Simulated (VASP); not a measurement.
# Be (P4_2/mnm) in VASP: notebook

Runs on Be. Level: PBE. Tasks: single point.

Program: VASP 6.6.1. These are calculated values, not measurements. Logs are shortened: lines on timing, memory, paths and dates and some standing lists are left out, and cuts for length are marked.

**1. The cell of the first run**

The structure is tetragonal, space group P4_2/mnm (No. 136). The conventional cell has a = 3.747 Å, b = 3.747 Å, c = 2.281 Å, α = 90.00°, β = 90.00°, γ = 90.00°. Within 2.8 Å of Be (site symmetry m2m) lie 13 Be at 2.15 to 2.70 Å.

**2. Single point, PBE**

INCAR reads:

```
PREC = Accurate ; ENCUT = 520
EDIFF = 1E-7 ; ISMEAR = -1
SIGMA = 0.05 ; LREAL = False
LASPH = True ; NELM = 80
ALGO = Normal ; ISIF = 2
LWAVE = False ; LCHARG = False
GGA = PE ; NBANDS = 12
```

KPOINTS reads:

```
Automatic mesh
0
Gamma
  7 7 12
```

POSCAR reads:

```
Be
1.0
    3.7468140000      0.0000000000      0.0000000000
    0.0000000000      3.7468140000      0.0000000000
    0.0000000000      0.0000000000      2.2812800000
Be
4
Direct
    0.7974080000      0.2025920000      0.5000000000
    0.2025920000      0.7974080000      0.5000000000
    0.7025920000      0.7025920000      0.0000000000
    0.2974080000      0.2974080000      0.0000000000
```

Potentials or basis: VASP PAW PBE potentials, release 64 (Be).

On the command line:

```
$ cat potpaw_PBE.64/Be/POTCAR > POTCAR
$ mpirun -np 1 vasp_std > vasp.out
```

OUTCAR:

```text
PREC = Accurate
   ENCUT = 520
   EDIFF = 1E-7
   ISMEAR = -1
   LREAL = False
   LASPH = True
   NELM = 80
   ISIF = 2
   GGA = PE

 ion  position               nearest neighbor table
   1  0.797  0.203  0.500-   2 2.15   3 2.22   4 2.22   3 2.22   4 2.22   3 2.22   3 2.22   4 2.22
                             4 2.22
   2  0.203  0.797  0.500-   1 2.15   3 2.22   4 2.22   3 2.22   4 2.22   4 2.22   4 2.22   3 2.22
                             3 2.22
   3  0.703  0.703  0.000-   4 2.15   2 2.22   1 2.22   1 2.22   2 2.22   1 2.22   1 2.22   2 2.22
                             2 2.22
   4  0.297  0.297  0.000-   3 2.15   2 2.22   1 2.22   1 2.22   2 2.22   2 2.22   2 2.22   1 2.22
                             1 2.22

  LATTYP: Found a simple tetragonal cell.
 ALAT       =     3.7468140000
 C/A-ratio  =     0.6088586196

  Lattice vectors:

 A1 = (   3.7468140000,   0.0000000000,   0.0000000000)
 A2 = (   0.0000000000,   3.7468140000,   0.0000000000)
 A3 = (   0.0000000000,   0.0000000000,   2.2812800000)

Analysis of symmetry for initial positions (statically):
=====================================================================
 Subroutine PRICEL returns:
 Original cell was already a primitive cell.

 Routine SETGRP: Setting up the symmetry group for a
 simple tetragonal supercell.

 Subroutine GETGRP returns: Found 16 space group operations
 (whereof  8 operations were pure point group operations)
 out of a pool of 16 trial point group operations.

The static configuration has the point symmetry D_2h.
 The point group associated with its full space group is D_4h.

Analysis of symmetry for dynamics (positions and initial velocities):
=====================================================================
 Subroutine PRICEL returns:
 Original cell was already a primitive cell.

 Routine SETGRP: Setting up the symmetry group for a
 simple tetragonal supercell.

 Subroutine GETGRP returns: Found 16 space group operations
 (whereof  8 operations were pure point group operations)
 out of a pool of 16 trial point group operations.

The dynamic configuration has the point symmetry D_2h.
 The point group associated with its full space group is D_4h.

 Subroutine INISYM returns: Found 16 space group operations
 (whereof  8 operations are pure point group operations),
 and found     1 'primitive' translations

----------------------------------------------------------------------------------------

                                     Primitive cell

  volume of cell :      32.0260

  direct lattice vectors                    reciprocal lattice vectors
[... 106 lines left out ...]
   ISMEAR =    -1;   SIGMA  =   0.05  broadening in eV -4-tet -1-fermi 0-gaus
   EFERMI_NEDOS =   21; number of points for ismear=-14 and -15
   IALGO  =     38    algorithm
   IMIX   =      4    mixing-type and parameters
     AMIX     =   0.40;   BMIX     =  1.00
     AMIX_MAG =   1.60;   BMIX_MAG =  1.00
  volume/ion in A,a.u.               =       8.01        54.03
  Fermi-wavevector in a.u.,A,eV,Ry     =   1.031028  1.948361 14.463253  1.063019
  Thomas-Fermi vector in A             =   2.165156
   LORBIT       =      0    0 simple, 1 ext, 2 COOP (PROOUT), +10 PAW based schemes
   GGA     = PE    functional components
   LHFCALC =     F    Hartree Fock is set to
   AEXX    =    0.0000 exact exchange contribution
   IVDW    =     0    specifies the selected vdW correction
   LEPSILON=     F    determine dielectric tensor
   LRPA    =     F    only Hartree local field effects (RPA)
 non-spin polarized calculation
  energy-cutoff  :      520.00
  volume of cell :       32.03
 maximum number of plane-waves:       874
 NGX is ok and might be reduce to    28
   NGX = 13   NGY = 13   NGZ =  9

 number of electron       8.0000000 magnetization

 Free energy of the ion-electron system (eV)
  ---------------------------------------------------
  ext. energy  EPLUGINS =         0.00000000
  ---------------------------------------------------
  free energy    TOTEN  =       -14.86453836 eV

  energy without entropy =      -14.86163055  energy(sigma->0) =      -14.86308446

 E-fermi :   6.8502     XC(G=0): -10.5624

 val. band max:        6.7564288386   @ k =   0.2857   0.0000   0.3333
 cond. band min:       6.8526900612   @ k =   0.4286   0.0000   0.3333
 fundamental gap:      0.0962612226
 Fermi energy:         6.8501729441

 k-point     1 :       0.0000    0.0000    0.0000
  band No.  band energies     occupation
      1      -4.3591      2.00000
      2       1.8382      2.00000
      3       2.4090      2.00000
      4       5.7795      2.00000
      5       5.7795      2.00000
      6      11.6384      0.00000
      7      11.6384      0.00000
      8      14.1939      0.00000
      9      16.0186      0.00000
     10      17.3272      0.00000
     11      22.8929      0.00000
     12      22.8929      0.00000
[... 331 lines left out ...]
 k-point    24 :       0.4286    0.0000    0.1667
  band No.  band energies     occupation
      1      -2.3154      2.00000
      2      -1.1895      2.00000
      3       4.4275      2.00000
      4       5.3669      2.00000
      5       8.3291      0.00000
      6       8.3443      0.00000
      7      13.7129      0.00000
      8      15.1562      0.00000
      9      15.5827      0.00000
     10      17.6569      0.00000
     11      21.7394      0.00000
     12      21.7508      0.00000

 [... further k-points ...]

------------------------ aborting loop because EDIFF is reached ----------------------------------------

  FORCE on cell =-STRESS in cart. coord.  units (eV):
  Direction    XX          YY          ZZ          XY          YZ          ZX
  --------------------------------------------------------------------------------------
  -------------------------------------------------------------------------------------
  Total        0.1530038      0.1530038     -0.1973515     -0.0000000      0.0000000      0.0000000
  in kB        7.6543776      7.6543776     -9.8729782     -0.0000000      0.0000000      0.0000000
  external PRESSURE =       1.8119257 kB  Pullay stress =       0.0000000 kB

 VOLUME and BASIS-vectors are now :
 -----------------------------------------------------------------------------
  energy-cutoff  :      520.00
  volume of cell :       32.03
      direct lattice vectors                 reciprocal lattice vectors
     3.746814000  0.000000000  0.000000000     0.266893419  0.000000000  0.000000000
     0.000000000  3.746814000  0.000000000     0.000000000  0.266893419  0.000000000
     0.000000000  0.000000000  2.281280000     0.000000000  0.000000000  0.438350400

 POSITION                                       TOTAL-FORCE (eV/Angst)
 -----------------------------------------------------------------------------------
      2.98774      0.75907      1.14064         0.002813     -0.002813      0.000000
      0.75907      2.98774      1.14064        -0.002813      0.002813      0.000000
      2.63248      2.63248      0.00000        -0.002813     -0.002813     -0.000000
      1.11433      1.11433      0.00000         0.002813      0.002813      0.000000
 -----------------------------------------------------------------------------------
    total drift:                                0.000000      0.000000     -0.000000

  FREE ENERGIE OF THE ION-ELECTRON SYSTEM (eV)
  ---------------------------------------------------
  free  energy   TOTEN  =       -14.8645383620 eV

  energy  without entropy=      -14.8616305544  energy(sigma->0) =      -14.86308446
```

OSZICAR:

```text
N       E                     dE             d eps       ncg     rms          rms(c)
DAV:   1     0.909388821562E+00    0.90939E+00   -0.33467E+03  1680   0.555E+02
DAV:   2    -0.146150564677E+02   -0.15524E+02   -0.15036E+02  2172   0.101E+02
DAV:   3    -0.150013125107E+02   -0.38626E+00   -0.38433E+00  2364   0.111E+01
DAV:   4    -0.150023422917E+02   -0.10298E-02   -0.10296E-02  2064   0.649E-01
DAV:   5    -0.150023452244E+02   -0.29326E-05   -0.29314E-05  2288   0.326E-02    0.174E+00
DAV:   6    -0.149035267883E+02    0.98818E-01   -0.19497E-02  1996   0.120E+00    0.106E+00
DAV:   7    -0.148645828611E+02    0.38944E-01   -0.23554E-02  1992   0.122E+00    0.926E-02
DAV:   8    -0.148645378688E+02    0.44992E-04   -0.53577E-04  2132   0.137E-01    0.151E-02
DAV:   9    -0.148645373766E+02    0.49224E-06   -0.31917E-06  2456   0.110E-02    0.581E-03
DAV:  10    -0.148645382256E+02   -0.84903E-06   -0.43262E-07  2116   0.540E-03    0.985E-04
DAV:  11    -0.148645384188E+02   -0.19322E-06   -0.22334E-08  1356   0.103E-03    0.164E-04
DAV:  12    -0.148645383620E+02    0.56797E-07   -0.18912E-09  1208   0.431E-04
   1 F= -.14864538E+02 E0= -.14863084E+02  d E =-.290781E-02
```

Wall time 37 s (1 thread of AMD EPYC 7R13, shared host); peak memory 0.11 GiB.

Results:

```
Free energy            : -14.8645 eV
Pressure               : 0.2 GPa
Largest force          : 0.004 eV/Å
Band gap on the k mesh : zero (band 4 reaches 7.81 eV, above the bottom of band 5 at 5.78 eV)
```

Forces on the atoms (eV/Å):
```
Be   0.003 -0.003  0.000
Be  -0.003  0.003  0.000
Be  -0.003 -0.003  0.000
Be   0.003  0.003  0.000
```

**3. Single point, PBE**

This run uses another cell than the first one, of 8.17 Å³/atom, 1.020 times its volume.

INCAR reads:

```
PREC     = Accurate       # precision mode
ENCUT    = 520            # plane-wave cutoff, eV
EDIFF    = 1E-6           # SCF threshold, eV
ISMEAR   = -1             # smearing method
SIGMA    = 0.05           # smearing width, eV
LREAL    = False          # projectors in reciprocal space
LASPH    = True           # aspherical terms in the spheres
NELM     = 80             # most SCF steps
ALGO     = Fast           # electronic algorithm
ISIF     = 2              # what is computed and relaxed
LWAVE    = False          # write WAVECAR
LCHARG   = False          # write CHGCAR
GGA      = PE             # functional
NBANDS   = 12             # bands
```

KPOINTS reads:

```
regular mesh
0
Gamma
  7 7 12
```

POSCAR reads:

```
Be
1.0
    3.7716280609      0.0000000000      0.0000000000
    0.0000000000      3.7716280609      0.0000000000
    0.0000000000      0.0000000000      2.2963882549
Be
4
Direct
    0.7974080000      0.2025920000      0.5000000000
    0.2025920000      0.7974080000      0.5000000000
    0.7025920000      0.7025920000      0.0000000000
    0.2974080000      0.2974080000      0.0000000000
```

Potentials or basis: VASP PAW PBE potentials, release 64 (Be).

On the command line:

```
$ cat potpaw_PBE.64/Be/POTCAR > POTCAR
$ mpirun -np 1 vasp_std > vasp.out
```

Run time: 31 s. Hardware: 1 thread of AMD EPYC 7R13, shared host; peak memory 0.11 GiB.

It converged, with:

```
Free energy            : -14.8606 eV
Pressure               : -2.1 GPa
Largest force          : 0.015 eV/Å
Band gap on the k mesh : zero (band 4 reaches 7.65 eV, above the bottom of band 5 at 5.60 eV)
```

Forces on the atoms (eV/Å):
```
Be   0.010 -0.010  0.000
Be  -0.010  0.010  0.000
Be  -0.010 -0.010  0.000
Be   0.010  0.010  0.000
```

Stress tensor (GPa, compression positive):
```
-1.50  0.00  0.00
 0.00 -1.50  0.00
 0.00  0.00 -3.35
```

Levels at points of the mesh, in eV from the Fermi level:
| k point | band 1 | band 2 | band 3 | band 4 | band 5 | band 6 | band 7 | band 8 | band 9 |
| --- | --- | --- | --- | --- | --- | --- | --- | --- | --- |
| (0.00, 0.00, 0.00) | -11.10 | -4.94 | -4.37 | -1.09 | -1.09 | 4.70 | 4.70 | 7.27 | 9.03 |
| (0.00, 0.00, 0.50) | -5.79 | -5.79 | 0.96 | 0.96 | 1.75 | 1.75 | 2.54 | 2.54 | 7.28 |

**4. Single point, PBE**

This run uses another cell than the first one, of 8.33 Å³/atom, 1.040 times its volume.

INCAR reads:

```
PREC = Accurate ; ENCUT = 520
EDIFF = 1E-6 ; ISMEAR = -1
SIGMA = 0.05 ; LREAL = F
LASPH = T ; NELM = 100
ALGO = Fast ; ISIF = 2
LWAVE = F ; LCHARG = F
GGA = PE ; NBANDS = 12
```

KPOINTS reads:

```
Automatic mesh
0
Gamma
  7 7 12
```

POSCAR reads:

```
Be
1.0
    3.7961198385      0.0000000000      0.0000000000
    0.0000000000      3.7961198385      0.0000000000
    0.0000000000      0.0000000000      2.3113002847
Be
4
Direct
    0.7974080000      0.2025920000      0.5000000000
    0.2025920000      0.7974080000      0.5000000000
    0.7025920000      0.7025920000      0.0000000000
    0.2974080000      0.2974080000      0.0000000000
```

On the command line:

```
$ cat potpaw_PBE.64/Be/POTCAR > POTCAR
$ mpirun -np 1 vasp_std > vasp.out
```

Wall time 33 s (1 thread of AMD EPYC 7R13, shared host); peak memory 0.11 GiB.

It converged, with:

```yaml
Free_energy: -14.8478 eV
Pressure: -4.2 GPa
Largest_force: 0.025 eV/Å
Band_gap_on_the_k_mesh: zero (band 4 reaches 7.49 eV, above the bottom of band 5 at 5.43 eV)
```

Forces in eV/Å, atoms in the order of the input:
```
Be   0.017 -0.017  0.000
Be  -0.017  0.017  0.000
Be  -0.017 -0.017  0.000
Be   0.017  0.017  0.000
```

Stress tensor (GPa, compression positive):
```
-3.59  0.00  0.00
 0.00 -3.59  0.00
 0.00  0.00 -5.53
```

Levels at points of the mesh, in eV from the Fermi level:
```csv
k point,band 1,band 2,band 3,band 4,band 5,band 6,band 7,band 8
"(0.00, 0.00, 0.00)",-10.99,-4.87,-4.29,-1.11,-1.11,4.62,4.62,7.19
"(0.00, 0.00, 0.50)",-5.73,-5.73,0.95,0.95,1.73,1.73,2.52,2.52
```

**5. Overview**

| cell | gap on the mesh (eV) | pressure (GPa) | largest force (eV/Å) |
| --- | --- | --- | --- |
| a = 3.747, b = 3.747, c = 2.281 Å, 4 atoms | none | 0.2 | - |
| a = 3.772, b = 3.772, c = 2.296 Å, 4 atoms | none | -2.1 | 0.01 |
| a = 3.796, b = 3.796, c = 2.311 Å, 4 atoms | none | -4.2 | 0.02 |

Alike in all rows: task single point; level PBE; potentials or basis VASP PAW PBE potentials, release 64 (Be); no spin polarisation; k mesh 7 × 7 × 12; cutoff (eV) 520; smearing fermi-dirac 0.05 eV.

Absolute energies hang on the potentials; compare differences alone.
